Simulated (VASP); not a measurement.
# InP (I4/mmm) in VASP: a series of runs, part 2 of 2

VASP 6.6.1. The steps go on from the part before.

## Step 4: Single point, PBE (strain +0.030 along x and y, +0.015 along z)

INCAR reads:

```
PREC = Accurate
ENCUT = 520
EDIFF = 1E-6
ISMEAR = 0
SIGMA = 0.15
LREAL = False
LASPH = True
NELM = 100
ALGO = Normal
ISIF = 2
LWAVE = False
LCHARG = False
GGA = PE
NBANDS = 16
```

KPOINTS reads:

```
regular mesh
0
Gamma
  18 18 18
```

POSCAR reads:

```
InP
1.0
    0.0000000000      2.8532652270      2.8117128208
    2.8532652270      0.0000000000      2.8117128208
    2.8532652270      2.8532652270      0.0000000000
In P
1 1
Direct
    0.0000000000      0.0000000000      0.0000000000
    0.5000000000      0.5000000000      0.5000000000
```

Potentials or basis: VASP PAW PBE potentials, release 64 (In_d, P).

Run with:

```
$ cat potpaw_PBE.64/In_d/POTCAR potpaw_PBE.64/P/POTCAR > POTCAR
$ mpirun -np 1 vasp_std > vasp.out
```

OUTCAR:

```text
PREC = Accurate
   ENCUT = 520
   EDIFF = 1E-6
   ISMEAR = 0
   LREAL = False
   LASPH = True
   NELM = 100
   ISIF = 2
   GGA = PE

 ion  position               nearest neighbor table
   1  0.000  0.000  0.000-   2 2.81   2 2.81   2 2.85   2 2.85   2 2.85   2 2.85
   2  0.500  0.500  0.500-   1 2.81   1 2.81   1 2.85   1 2.85   1 2.85   1 2.85

  LATTYP: Found a body centered tetragonal cell.
 ALAT       =     4.0351263811
 C/A-ratio  =     1.3936182192

  Lattice vectors:

 A1 = (   0.0000000000,  -2.8532652270,  -2.8117128208)
 A2 = (   0.0000000000,   2.8532652270,  -2.8117128208)
 A3 = (   2.8532652270,   0.0000000000,   2.8117128208)

Analysis of symmetry for initial positions (statically):
=====================================================================
 Subroutine PRICEL returns:
 Original cell was already a primitive cell.

 Routine SETGRP: Setting up the symmetry group for a
 body centered tetragonal supercell.

 Subroutine GETGRP returns: Found 16 space group operations
 (whereof 16 operations were pure point group operations)
 out of a pool of 16 trial point group operations.

The static configuration has the point symmetry D_4h.

Analysis of symmetry for dynamics (positions and initial velocities):
=====================================================================
 Subroutine PRICEL returns:
 Original cell was already a primitive cell.

 Routine SETGRP: Setting up the symmetry group for a
 body centered tetragonal supercell.

 Subroutine GETGRP returns: Found 16 space group operations
 (whereof 16 operations were pure point group operations)
 out of a pool of 16 trial point group operations.

The dynamic configuration has the point symmetry D_4h.

 Subroutine INISYM returns: Found 16 space group operations
 (whereof 16 operations are pure point group operations),
 and found     1 'primitive' translations

----------------------------------------------------------------------------------------

                                     Primitive cell

  volume of cell :      45.7810

  direct lattice vectors                    reciprocal lattice vectors
     0.000000000  2.853265227  2.811712821    -0.175237828  0.175237828  0.177827549
     2.853265227  0.000000000  2.811712821     0.175237828 -0.175237828  0.177827549
     2.853265227  2.853265227  0.000000000     0.175237828  0.175237828 -0.177827549

  length of vectors
     4.005852149  4.005852149  4.035126381     0.305023327  0.305023327  0.305023327

  position of ions in fractional coordinates (direct lattice)
     0.000000000  0.000000000  0.000000000
     0.500000000  0.500000000  0.500000000

  ion indices of the primitive-cell ions
   primitive index   ion index
                 1           1
                 2           2

----------------------------------------------------------------------------------------

 KPOINTS: regular mesh

Automatic generation of k-mesh.
 Grid dimensions read from file:
 generate k-points for:   18   18   18

 Generating k-lattice:

  Cartesian coordinates                     Fractional coordinates (reciprocal lattice)
    -0.009735435  0.009735435  0.009879308     0.055555556  0.000000000  0.000000000
     0.009735435 -0.009735435  0.009879308     0.000000000  0.055555556  0.000000000
     0.009735435  0.009735435 -0.009879308    -0.000000000 -0.000000000  0.055555556

  Length of vectors
     0.016945740  0.016945740  0.016945740

  Shift w.r.t. Gamma in fractional coordinates (k-lattice)
     0.000000000  0.000000000  0.000000000

 Subroutine IBZKPT returns following result:
 ===========================================

 Found    480 irreducible k-points:

 Following reciprocal coordinates:
            Coordinates               Weight
  0.000000  0.000000  0.000000      1.000000
  0.055556 -0.000000  0.000000      8.000000
  0.111111 -0.000000  0.000000      8.000000
  0.166667  0.000000  0.000000      8.000000
  0.222222  0.000000  0.000000      8.000000
  0.277778  0.000000  0.000000      8.000000
[... 16 lines left out ...]
 -0.277778  0.055556  0.000000      8.000000
 -0.222222  0.055556  0.000000      8.000000
 [... further k-points ...]
   k-points           NKPTS =    480   k-points in BZ     NKDIM =    480   number of bands    NBANDS=     16
   number of dos      NEDOS =    301   number of ions     NIONS =      2
   total plane-waves  NPLWV =  27000
   dimension x,y,z NGX =    30 NGY =   30 NGZ =   30
   dimension x,y,z NGXF=    60 NGYF=   60 NGZF=   60
   ions per type =               1   1
   NGX,Y,Z   is equivalent  to a cutoff of  12.45, 12.45, 12.36 a.u.
   NGXF,Y,Z  is equivalent  to a cutoff of  24.90, 24.90, 24.72 a.u.
 SYSTEM =  unknown system
   PREC   = accura    normal or accurate (medium, high low for compatibility)
   ISTART =      0    job   : 0-new  1-cont  2-samecut
   ICHARG =      2    charge: 1-file 2-atom 10-const
   ISPIN  =      1    spin polarized calculation?
   LNONCOLLINEAR =      F non collinear calculations
   LSORBIT =      F    spin-orbit coupling
   LASPH  =      T    aspherical Exc in radial PAW
   ENCUT  =  520.0 eV  38.22 Ry    6.18 a.u.   7.45  7.45  7.50*2*pi/ulx,y,z
   NELM   =    100;   NELMIN=  2; NELMDL= -5     # of ELM steps
   EDIFF  = 0.1E-05   stopping-criterion for ELM
   LREAL  =      F    real-space projection
   EDIFFG = 0.1E-04   stopping-criterion for IOM
   NSW    =      0    number of steps for IOM
   IBRION =     -1    ionic relax: 0-MD 1-quasi-New 2-CG
   NFREE  =      0    steps in history (QN), initial steepest desc. (CG)
   ISIF   =      2    stress and relaxation
   ISYM   =      2    0-nonsym 1-usesym 2-fastsym
   POTIM  = 0.5000    time-step for ionic-motion
   TEBEG  =    0.0;   TEEND  =   0.0 temperature during run
   PSTRESS=    0.0 pullay stress
   NELECT =      18.0000    total number of electrons
   NUPDOWN=      -1.0000    fix difference up-down
   EMIN   =  10.00;   EMAX   =-10.00  energy-range for DOS
   EFERMI =   0.00;   METHOD = LEGACY
   ISMEAR =     0;   SIGMA  =   0.15  broadening in eV -4-tet -1-fermi 0-gaus
   EFERMI_NEDOS =   21; number of points for ismear=-14 and -15
   IALGO  =     38    algorithm
   IMIX   =      4    mixing-type and parameters
     AMIX     =   0.40;   BMIX     =  1.00
     AMIX_MAG =   1.60;   BMIX_MAG =  1.00
  volume/ion in A,a.u.               =      22.89       154.47
  Fermi-wavevector in a.u.,A,eV,Ry     =   1.199326  2.266398 19.570387  1.438383
  Thomas-Fermi vector in A             =   2.335192
   LORBIT       =      0    0 simple, 1 ext, 2 COOP (PROOUT), +10 PAW based schemes
   GGA     = PE    functional components
   LHFCALC =     F    Hartree Fock is set to
   AEXX    =    0.0000 exact exchange contribution
   IVDW    =     0    specifies the selected vdW correction
   LEPSILON=     F    determine dielectric tensor
   LRPA    =     F    only Hartree local field effects (RPA)
 non-spin polarized calculation
 Gauss-broadening in eV      SIGMA  =   0.15
  energy-cutoff  :      520.00
  volume of cell :       45.78
 maximum number of plane-waves:      1262
 NGX is ok and might be reduce to    30
   NGX = 15   NGY = 15   NGZ = 15

 number of electron      17.9999992 magnetization

 Free energy of the ion-electron system (eV)
  ---------------------------------------------------
  ext. energy  EPLUGINS =         0.00000000
  ---------------------------------------------------
  free energy    TOTEN  =        -7.87065230 eV

  energy without entropy =       -7.85573501  energy(sigma->0) =       -7.86319365

 E-fermi :   6.1475     XC(G=0): -10.0512

 val. band max:        6.1437923511   @ k =  -0.1667   0.1111   0.0556
 cond. band min:       6.1487892233   @ k =  -0.2778   0.1111   0.0556
 fundamental gap:      0.0049968722
 Fermi energy:         6.1474858961

 k-point     1 :       0.0000    0.0000    0.0000
  band No.  band energies     occupation
      1      -7.9893      2.00000
      2      -7.9879      2.00000
      3      -7.9747      2.00000
      4      -7.9747      2.00000
      5      -7.9700      2.00000
      6      -5.3306      2.00000
[... 8 lines left out ...]
     15      14.0317      0.00000
     16      14.4551      0.00000
[... 419 lines left out ...]
 k-point    24 :      -0.2222    0.0556    0.0000
  band No.  band energies     occupation
      1      -8.0107      2.00000
      2      -8.0105      2.00000
      3      -7.9740      2.00000
      4      -7.9482      2.00000
      5      -7.9407      2.00000
      6      -4.6646      2.00000
[... 8 lines left out ...]
     15      14.4745      0.00000
     16      15.3424      0.00000

 [... further k-points ...]
[... 5 lines left out ...]
  --------------------------------------------------------------------------------------
  -------------------------------------------------------------------------------------
  Total       -1.4061804     -1.4061804     -1.0803431      0.0000000      0.0000000      0.0000000
  in kB      -49.2114743    -49.2114743    -37.8082906      0.0000000      0.0000000      0.0000000
  external PRESSURE =     -45.4104130 kB  Pullay stress =       0.0000000 kB

 VOLUME and BASIS-vectors are now :
 -----------------------------------------------------------------------------
  energy-cutoff  :      520.00
  volume of cell :       45.78
      direct lattice vectors                 reciprocal lattice vectors
     0.000000000  2.853265227  2.811712821    -0.175237828  0.175237828  0.177827549
     2.853265227  0.000000000  2.811712821     0.175237828 -0.175237828  0.177827549
     2.853265227  2.853265227  0.000000000     0.175237828  0.175237828 -0.177827549

 POSITION                                       TOTAL-FORCE (eV/Angst)
 -----------------------------------------------------------------------------------
      0.00000      0.00000      0.00000         0.000000      0.000000     -0.000000
      2.85327      2.85327      2.81171         0.000000      0.000000      0.000000
 -----------------------------------------------------------------------------------
    total drift:                               -0.000000      0.000000      0.000000

  FREE ENERGIE OF THE ION-ELECTRON SYSTEM (eV)
  ---------------------------------------------------
  free  energy   TOTEN  =        -7.8706522968 eV

  energy  without entropy=       -7.8557350087  energy(sigma->0) =       -7.86319365
```

OSZICAR:

```text
N       E                     dE             d eps       ncg     rms          rms(c)
DAV:   1     0.108789862882E+03    0.10879E+03   -0.84174E+03 15520   0.129E+03
DAV:   2    -0.130661400656E+01   -0.11010E+03   -0.10536E+03 17232   0.304E+02
DAV:   3    -0.798559252952E+01   -0.66790E+01   -0.65957E+01 20072   0.709E+01
DAV:   4    -0.815248408426E+01   -0.16689E+00   -0.16683E+00 19608   0.116E+01
DAV:   5    -0.816004953128E+01   -0.75654E-02   -0.75653E-02 22696   0.217E+00    0.419E+00
DAV:   6    -0.787590718854E+01    0.28414E+00   -0.53415E-01 23552   0.109E+01    0.237E+00
DAV:   7    -0.787045526369E+01    0.54519E-02   -0.65837E-02 20976   0.189E+00    0.107E+00
DAV:   8    -0.787050892052E+01   -0.53657E-04   -0.53964E-03 19456   0.847E-01    0.982E-02
DAV:   9    -0.787061097474E+01   -0.10205E-03   -0.35451E-04 22944   0.265E-01    0.691E-02
DAV:  10    -0.787063998918E+01   -0.29014E-04   -0.39054E-05 19488   0.517E-02    0.270E-02
DAV:  11    -0.787065182187E+01   -0.11833E-04   -0.11483E-05 20264   0.261E-02    0.619E-03
DAV:  12    -0.787065229675E+01   -0.47488E-06   -0.97580E-07 14440   0.132E-02
   1 F= -.78706523E+01 E0= -.78631937E+01  d E =-.149173E-01
```

It took 2.8 min on 1 thread of Intel Xeon Platinum 8559C (Emerald Rapids), shared host; peak memory 0.44 GiB.

What came out:

| Item | Value |
| --- | --- |
| Free energy | -7.8707 eV |
| Pressure | -4.5 GPa |
| Band gap on the k mesh | zero (bands 9 and 10 overlap by 2.41 eV) |

Caveat: the cell differs from its parent crystal (strain +0.030 along x and y, +0.015 along z); the cell stands under tension; spin-orbit coupling is left out, which moves the levels of the heavy elements.

## Step 5: The runs side by side

```tsv
cell	gap on the mesh (eV)	pressure (GPa)
a = 3.977, b = 3.977, c = 4.035 Å, angles 59.5, 59.5, 61.0°, 2 atoms	none	-3.7
a = 4.006, b = 4.006, c = 3.976 Å, angles 60.2, 60.2, 59.5°, 2 atoms	none	-3.8
a = 4.006, b = 4.006, c = 4.035 Å, angles 59.8, 59.8, 60.5°, 2 atoms	none	-4.5
```

Alike in all rows: task single point; level PBE; potentials or basis VASP PAW PBE potentials, release 64 (In_d, P); no spin polarisation; k mesh 18 × 18 × 18; cutoff (eV) 520; smearing gaussian 0.15 eV.

Caveats: the cell stands under tension; spin-orbit coupling is left out, which moves the levels of the heavy elements.

Total energies depend on the potentials used, so only differences within one code and one set of settings carry meaning.
